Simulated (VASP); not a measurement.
Crystal: In.

```xyz
1
Lattice="-1.6255 1.6255 2.4737 1.6255 -1.6255 2.4737 1.6255 1.6255 -2.4737" Properties=species:S:1:pos:R:3 pbc="T T T"
In    0.0000    0.0000    0.0000
```

| Quantity | Value |
| --- | --- |
| Program | VASP 6.6.1 |
| Task | relaxation of cell and atoms |
| Functional | r2SCAN |
| Potentials or basis | VASP PAW PBE potentials, release 64 (In_d) |
| Cutoff | 600 eV |
| k mesh | 8 × 8 × 8 |
| Occupations | methfessel-paxton, width 0.05 eV |
| Spin | no spin polarisation |

At the start: pressure 0.1 GPa; volume 26.14 Å³/atom.

Task: Where does the relaxation end?

Result: Over 3 steps the energy falls by 27.7 meV/atom and the volume is 26.25 Å³/atom (+0.4 %); space group I4/mmm (No. 139, to 0.05 Å).

Step by step:
| step | energy change (eV) | largest force (eV/Å) | pressure (GPa) | volume (Å³) |
| --- | --- | --- | --- | --- |
| 1 | 0.0000 | 0.0000 | 0.12 | 26.14 |
| 2 | -0.0173 | 0.0000 | 0.00 | 26.20 |
| 3 | -0.0277 | 0.0000 | 0.03 | 26.25 |

Final structure:
```
In
1.0
    -1.56398    1.56398    2.68297
     1.56398   -1.56398    2.68297
     1.56398    1.56398   -2.68297
In
1
Direct
  0.00000 0.00000 0.00000
```

Caveat: the PAW data sets were made with another functional, which shifts forces and pressure a little.
